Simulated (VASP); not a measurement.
# SnSe2 (P1) in VASP: a series of runs

The runs below take SnSe2 through single point, with PBE.

Program: VASP 6.6.1. These are calculated values, not measurements. Logs are shortened: lines on timing, memory, paths and dates and some standing lists are left out, and cuts for length are marked.

## (1) The cell of the first run

The typed cell holds 3 atoms: a = 3.811 Å, b = 3.811 Å, c = 6.137 Å, α = 90.00°, β = 90.00°, γ = 120.00°.

## (2) Single point, PBE (all Sn atoms moved +0.075 Å, as atom 1 along Cartesian [1 1 1])

The input, INCAR:

```
SYSTEM = SnSe2
  PREC = Accurate
  ENCUT = 520
  EDIFF = 1E-6
  ISMEAR = 0
  SIGMA = 0.05
  LREAL = .False.
  LASPH = .True.
  NELM = 60
  ALGO = Normal
  ISIF = 2
  LWAVE = .False.
  LCHARG = .False.
  GGA = PE
  NBANDS = 20
```

The input, KPOINTS:

```
Automatic mesh
0
Gamma
  12 12 6
  0 0 0
```

The input, POSCAR:

```
SnSe2
1.0
    3.8109987816      0.0000000000      0.0000000000
   -1.9054993908      3.3004217586      0.0000000000
    0.0000000000      0.0000000000      6.1370000000
Sn Se
1 2
Direct
    0.0179221443      0.0131199202      0.0070557716
    0.3333333333      0.6666666667      0.2500000000
    0.6666666667      0.3333333333      0.7500000000
```

Potentials or basis: VASP PAW PBE potentials, release 64 (Sn_d, Se).

Launch:

```
> cat potpaw_PBE.64/Sn_d/POTCAR potpaw_PBE.64/Se/POTCAR > POTCAR
> mpirun -np 1 vasp_std > vasp.out
```

OUTCAR:

```text
SYSTEM = SnSe2
   PREC = Accurate
   ENCUT = 520
   EDIFF = 1E-6
   ISMEAR = 0
   LREAL = .False.
   LASPH = .True.
   NELM = 60
   ISIF = 2
   GGA = PE

 ion  position               nearest neighbor table
   1  0.018  0.013  0.007-   2 2.62   2 2.65   3 2.66   2 2.71   3 2.72   3 2.74
   2  0.333  0.667  0.250-   1 2.62   1 2.65   1 2.71
   3  0.667  0.333  0.750-   1 2.66   1 2.72   1 2.74

  LATTYP: Found a hexagonal cell.
 ALAT       =     3.8109987816
 C/A-ratio  =     1.6103390087

  Lattice vectors:

 A1 = (   3.8109987816,   0.0000000000,   0.0000000000)
 A2 = (  -1.9054993908,   3.3004217586,   0.0000000000)
 A3 = (   0.0000000000,   0.0000000000,   6.1370000000)

Analysis of symmetry for initial positions (statically):
=====================================================================
 Subroutine PRICEL returns:
 Original cell was already a primitive cell.

 Routine SETGRP: Setting up the symmetry group for a
 hexagonal supercell.

 Subroutine GETGRP returns: Found  1 space group operations
 (whereof  1 operations were pure point group operations)
 out of a pool of 24 trial point group operations.

The static configuration has the point symmetry C_1 .

Analysis of symmetry for dynamics (positions and initial velocities):
=====================================================================
 Subroutine PRICEL returns:
 Original cell was already a primitive cell.

 Routine SETGRP: Setting up the symmetry group for a
 hexagonal supercell.

 Subroutine GETGRP returns: Found  1 space group operations
 (whereof  1 operations were pure point group operations)
 out of a pool of 24 trial point group operations.

The dynamic configuration has the point symmetry C_1 .

 Subroutine INISYM returns: Found  1 space group operations
 (whereof  1 operations are pure point group operations),
 and found     1 'primitive' translations

----------------------------------------------------------------------------------------

                                     Primitive cell

  volume of cell :      77.1906

  direct lattice vectors                    reciprocal lattice vectors
     3.810998782  0.000000000  0.000000000     0.262398405  0.151495789  0.000000000
    -1.905499391  3.300421759  0.000000000     0.000000000  0.302991579  0.000000000
[... 76 lines left out ...]
   NGXF,Y,Z  is equivalent  to a cutoff of  24.43, 24.43, 26.01 a.u.
 SYSTEM =  SnSe2
   PREC   = accura    normal or accurate (medium, high low for compatibility)
   ISTART =      0    job   : 0-new  1-cont  2-samecut
   ICHARG =      2    charge: 1-file 2-atom 10-const
   ISPIN  =      1    spin polarized calculation?
   LNONCOLLINEAR =      F non collinear calculations
   LSORBIT =      F    spin-orbit coupling
   LASPH  =      T    aspherical Exc in radial PAW
   ENCUT  =  520.0 eV  38.22 Ry    6.18 a.u.   7.09  7.09 11.41*2*pi/ulx,y,z
   NELM   =     60;   NELMIN=  2; NELMDL= -5     # of ELM steps
   EDIFF  = 0.1E-05   stopping-criterion for ELM
   LREAL  =      F    real-space projection
   EDIFFG = 0.1E-04   stopping-criterion for IOM
   NSW    =      0    number of steps for IOM
   IBRION =     -1    ionic relax: 0-MD 1-quasi-New 2-CG
   NFREE  =      0    steps in history (QN), initial steepest desc. (CG)
   ISIF   =      2    stress and relaxation
   ISYM   =      2    0-nonsym 1-usesym 2-fastsym
   POTIM  = 0.5000    time-step for ionic-motion
   TEBEG  =    0.0;   TEEND  =   0.0 temperature during run
   PSTRESS=    0.0 pullay stress
   NELECT =      26.0000    total number of electrons
   NUPDOWN=      -1.0000    fix difference up-down
   EMIN   =  10.00;   EMAX   =-10.00  energy-range for DOS
   EFERMI =   0.00;   METHOD = LEGACY
   ISMEAR =     0;   SIGMA  =   0.05  broadening in eV -4-tet -1-fermi 0-gaus
   EFERMI_NEDOS =   21; number of points for ismear=-14 and -15
   IALGO  =     38    algorithm
   IMIX   =      4    mixing-type and parameters
     AMIX     =   0.40;   BMIX     =  1.00
     AMIX_MAG =   1.60;   BMIX_MAG =  1.00
  volume/ion in A,a.u.               =      25.73       173.64
  Fermi-wavevector in a.u.,A,eV,Ry     =   1.139054  2.152501 17.652812  1.297445
  Thomas-Fermi vector in A             =   2.275758
   LORBIT       =      0    0 simple, 1 ext, 2 COOP (PROOUT), +10 PAW based schemes
   GGA     = PE    functional components
   LHFCALC =     F    Hartree Fock is set to
   AEXX    =    0.0000 exact exchange contribution
   IVDW    =     0    specifies the selected vdW correction
   LEPSILON=     F    determine dielectric tensor
   LRPA    =     F    only Hartree local field effects (RPA)
 non-spin polarized calculation
 Gauss-broadening in eV      SIGMA  =   0.05
  energy-cutoff  :      520.00
  volume of cell :       77.19
 maximum number of plane-waves:      2109
   NGX = 15   NGY = 15   NGZ = 23

 number of electron      26.0000002 magnetization

 Free energy of the ion-electron system (eV)
  ---------------------------------------------------
  ext. energy  EPLUGINS =         0.00000000
  ---------------------------------------------------
  free energy    TOTEN  =       -11.73011606 eV

  energy without entropy =      -11.73011606  energy(sigma->0) =      -11.73011606

 E-fermi :   4.4168     XC(G=0):  -9.4589

 val. band max:        4.2173768895   @ k =  -0.0833   0.1667   0.0000
 cond. band min:       4.9089094411   @ k =   0.4167  -0.4167   0.3333
 fundamental gap:      0.6915325517
 Fermi energy:         4.4167975656

 k-point     1 :       0.0000    0.0000    0.0000
  band No.  band energies     occupation
      1     -17.1021      2.00000
      2     -17.1004      2.00000
      3     -17.0608      2.00000
      4     -17.0470      2.00000
      5     -17.0461      2.00000
      6      -9.8343      2.00000
[... 541 lines left out ...]
     19      11.9062      0.00000
     20      13.6673      0.00000

 [... further k-points ...]
[... 5 lines left out ...]
  --------------------------------------------------------------------------------------
  -------------------------------------------------------------------------------------
  Total        2.3863549      2.4962554      3.0584811     -0.0333735      0.0564921     -0.0036530
  in kB       49.5314731     51.8125805     63.4822050     -0.6927039      1.1725569     -0.0758229
  external PRESSURE =      54.9420862 kB  Pullay stress =       0.0000000 kB

 VOLUME and BASIS-vectors are now :
 -----------------------------------------------------------------------------
  energy-cutoff  :      520.00
  volume of cell :       77.19
      direct lattice vectors                 reciprocal lattice vectors
     3.810998782  0.000000000  0.000000000     0.262398405  0.151495789  0.000000000
    -1.905499391  3.300421759  0.000000000     0.000000000  0.302991579  0.000000000
     0.000000000  0.000000000  6.137000000     0.000000000  0.000000000  0.162946065

 POSITION                                       TOTAL-FORCE (eV/Angst)
 -----------------------------------------------------------------------------------
      0.04330      0.04330      0.04330        -0.285499     -0.290166     -0.708861
     -0.00000      2.20028      1.53425         0.145728      0.167277      1.119405
      1.90550      1.10014      4.60275         0.139771      0.122890     -0.410544
 -----------------------------------------------------------------------------------
    total drift:                               -0.000136      0.000032     -0.000055

  FREE ENERGIE OF THE ION-ELECTRON SYSTEM (eV)
  ---------------------------------------------------
  free  energy   TOTEN  =       -11.7301160590 eV

  energy  without entropy=      -11.7301160590  energy(sigma->0) =      -11.73011606
```

Run time: 14 min. Hardware: 1 thread of Intel Xeon 8259CL, shared host; peak memory 0.7 GiB.

Results:

```
Free energy            : -11.7301 eV
Pressure               : 5.5 GPa
Largest force          : 1.141 eV/Å
Band gap on the k mesh : 0.69 eV (least direct gap 1.07 eV)
```

Forces in eV/Å, atoms in the order of the input:
```
Sn  -0.285 -0.290 -0.709
Se   0.146  0.167  1.119
Se   0.140  0.123 -0.411
```

Stress tensor (GPa, compression positive):
```
 4.95 -0.07 -0.01
-0.07  5.18  0.12
-0.01  0.12  6.35
```

Levels at points of the mesh, in eV from the valence-band top:
```csv
k point,band 10,band 11,band 12,band 13,band 14,band 15,band 16,band 17
"(0.00, 0.00, 0.00)",-0.74,-0.42,-0.28,-0.05,1.02,2.92,4.59,4.61
"(0.50, 0.00, 0.00)",-2.96,-2.74,-1.26,-0.33,1.10,3.72,5.39,5.44
"(0.00, 0.50, 0.00)",-2.97,-2.71,-1.26,-0.34,1.11,3.74,5.33,5.49
"(0.50, 0.50, 0.00)",-2.97,-2.71,-1.26,-0.34,1.10,3.74,5.31,5.52
"(0.00, 0.00, 0.50)",-0.94,-0.83,-0.27,-0.17,2.35,2.93,4.32,4.34
"(0.50, 0.00, 0.50)",-2.57,-2.03,-0.89,-0.72,0.81,4.18,4.76,5.82
"(0.00, 0.50, 0.50)",-2.55,-2.04,-0.89,-0.73,0.81,4.20,4.79,5.75
"(0.50, 0.50, 0.50)",-2.55,-2.04,-0.89,-0.73,0.81,4.20,4.79,5.74
```

Caveat: the cell differs from its parent crystal (all Sn atoms moved +0.075 Å, as atom 1 along Cartesian [1 1 1]); the cell stands under pressure; semilocal functionals underestimate gaps, and a narrow one can read as zero; spin-orbit coupling is left out, which moves the levels of the heavy elements; forces of over 1 eV/Å act on the atoms, so gaps and moduli don't describe the material at rest.

## (3) Single point, PBE (all Sn atoms moved +0.037 Å, as atom 1 along Cartesian [1 1 1])

The input, INCAR:

```
PREC = Accurate ; ENCUT = 520
EDIFF = 1E-6 ; ISMEAR = 0
SIGMA = 0.05 ; LREAL = False
LASPH = True ; NELM = 80
ALGO = Normal ; ISIF = 2
LWAVE = False ; LCHARG = True
GGA = PE ; LELF = True
LVHAR = True ; NBANDS = 20
```

The input, KPOINTS:

```
regular mesh
0
Gamma
  12 12 6
```

POSCAR: that of step 2 with these lines changed.

```diff
@@ -8,3 +8,3 @@
 Direct
-    0.0179221443      0.0131199202      0.0070557716
+    0.0089610722      0.0065599601      0.0035278858
     0.3333333333      0.6666666667      0.2500000000
```

Potentials or basis: VASP PAW PBE potentials, release 64 (Sn_d, Se).

Launch:

```
> cat potpaw_PBE.64/Sn_d/POTCAR potpaw_PBE.64/Se/POTCAR > POTCAR
> mpirun -np 1 vasp_std > vasp.out
```

OUTCAR:

```text
PREC = Accurate
   ENCUT = 520
   EDIFF = 1E-6
   ISMEAR = 0
   LREAL = False
   LASPH = True
   NELM = 80
   ISIF = 2
   GGA = PE

 ion  position               nearest neighbor table
   1  0.009  0.007  0.004-   2 2.65   2 2.66   3 2.67   2 2.69   3 2.70   3 2.71
   2  0.333  0.667  0.250-   1 2.65   1 2.66   1 2.69
   3  0.667  0.333  0.750-   1 2.67   1 2.70   1 2.71

  LATTYP: Found a hexagonal cell.
 ALAT       =     3.8109987816
 C/A-ratio  =     1.6103390087

  Lattice vectors:

[... 193 lines left out ...]
      5     -17.0409      2.00000
      6      -9.8165      2.00000
[... 541 lines left out ...]
     19      11.8904      0.00000
     20      13.6869      0.00000

 [... further k-points ...]
[... 5 lines left out ...]
  --------------------------------------------------------------------------------------
  -------------------------------------------------------------------------------------
  Total        2.3673444      2.3946004      3.0221570     -0.0087825      0.0141655     -0.0008068
  in kB       49.1368879     49.7026172     62.7282579     -0.1822912      0.2940205     -0.0167460
  external PRESSURE =      53.8559210 kB  Pullay stress =       0.0000000 kB

 VOLUME and BASIS-vectors are now :
 -----------------------------------------------------------------------------
  energy-cutoff  :      520.00
  volume of cell :       77.19
      direct lattice vectors                 reciprocal lattice vectors
     3.810998782  0.000000000  0.000000000     0.262398405  0.151495789  0.000000000
    -1.905499391  3.300421759  0.000000000     0.000000000  0.302991579  0.000000000
     0.000000000  0.000000000  6.137000000     0.000000000  0.000000000  0.162946065

 POSITION                                       TOTAL-FORCE (eV/Angst)
 -----------------------------------------------------------------------------------
      0.02165      0.02165      0.02165        -0.143461     -0.144010     -0.353922
     -0.00000      2.20028      1.53425         0.072487      0.077546      0.920971
      1.90550      1.10014      4.60275         0.070974      0.066463     -0.567050
 -----------------------------------------------------------------------------------
    total drift:                               -0.000103     -0.000025     -0.000100

  FREE ENERGIE OF THE ION-ELECTRON SYSTEM (eV)
  ---------------------------------------------------
  free  energy   TOTEN  =       -11.7509544576 eV

  energy  without entropy=      -11.7509544576  energy(sigma->0) =      -11.75095446
```

stdout:

```text
POSCAR found type information on POSCAR SnSe
 POSCAR found :  2 types and       3 ions
 scaLAPACK will be used
 LDA part: xc-table for (Slater+PW92), standard interpolation
 POSCAR, INCAR and KPOINTS ok, starting setup
 FFT: planning ... GRIDC
 FFT: planning ... GRID_SOFT
 FFT: planning ... GRID
 WAVECAR not read
 entering main loop
```

It took 5.5 min on 1 thread of Intel Xeon Platinum 8488C (Sapphire Rapids), shared host; peak memory 0.69 GiB.

What came out:

```yaml
Free_energy: -11.7510 eV
Pressure: 5.4 GPa
Largest_force: 0.927 eV/Å
Band_gap_on_the_k_mesh: 0.70 eV (least direct gap 1.09 eV)
```

Forces in eV/Å, atoms in the order of the input:
```
Sn  -0.143 -0.144 -0.354
Se   0.072  0.078  0.921
Se   0.071  0.066 -0.567
```

Levels at points of the mesh, in eV from the valence-band top:
| k point | band 9 | band 10 | band 11 | band 12 | band 13 | band 14 | band 15 | band 16 | band 17 | band 18 |
| --- | --- | --- | --- | --- | --- | --- | --- | --- | --- | --- |
| (0.00, 0.00, 0.00) | -0.78 | -0.73 | -0.42 | -0.37 | -0.05 | 1.04 | 2.92 | 4.60 | 4.61 | 8.09 |
| (0.50, 0.00, 0.00) | -4.51 | -2.96 | -2.71 | -1.26 | -0.34 | 1.12 | 3.74 | 5.39 | 5.43 | 7.19 |
| (0.00, 0.50, 0.00) | -4.50 | -2.96 | -2.70 | -1.26 | -0.34 | 1.12 | 3.75 | 5.36 | 5.45 | 7.19 |
| (0.50, 0.50, 0.00) | -4.50 | -2.96 | -2.70 | -1.26 | -0.34 | 1.12 | 3.75 | 5.35 | 5.46 | 7.19 |
| (0.00, 0.00, 0.50) | -2.11 | -0.85 | -0.82 | -0.27 | -0.24 | 2.40 | 2.90 | 4.33 | 4.33 | 8.09 |
| (0.50, 0.00, 0.50) | -4.96 | -2.54 | -2.03 | -0.88 | -0.73 | 0.81 | 4.20 | 4.78 | 5.80 | 6.29 |
| (0.00, 0.50, 0.50) | -4.95 | -2.53 | -2.03 | -0.88 | -0.74 | 0.81 | 4.21 | 4.79 | 5.78 | 6.30 |
| (0.50, 0.50, 0.50) | -4.96 | -2.53 | -2.03 | -0.88 | -0.73 | 0.81 | 4.21 | 4.79 | 5.78 | 6.31 |

Caveat: the cell differs from its parent crystal (all Sn atoms moved +0.037 Å, as atom 1 along Cartesian [1 1 1]); the cell stands under pressure; semilocal functionals underestimate gaps, and a narrow one can read as zero; spin-orbit coupling is left out, which moves the levels of the heavy elements. A k mesh can miss the band edges.
